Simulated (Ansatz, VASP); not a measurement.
**Two plane-wave programs on ZrSi3**

```xyz
4
Lattice="4.0443 0.0000 0.0000 0.0000 4.0443 0.0000 0.0000 0.0000 4.0443" Properties=species:S:1:pos:R:3 pbc="T T T"
Zr    0.0000    0.0000    0.0000
Si    0.0000    2.0221    2.0221
Si    2.0221    2.0221    0.0000
Si    2.0221    0.0000    2.0221
```

Alike in both runs: task single point; functional PBE; k mesh 8 × 8 × 8; occupations gaussian, width 0.05 eV; no spin polarisation.

|  | VASP | Ansatz |
| --- | --- | --- |
| version | VASP 6.6.1 | Ansatz 0.2.0 |
| potentials or method | VASP PAW PBE potentials, release 64 (Zr_sv, Si), cutoff 520 eV | scalar-relativistic, plane waves, PAW |
| valence electrons in the cell | 24 | 24 |

```csv
,VASP,Ansatz,Ansatz less VASP
gap on the k mesh at the Fermi level (eV),none,none,-
pressure (GPa),-4.3,-4.3,-0.01
```

A gap of «none» marks a metal or a gap that the smearing closes.
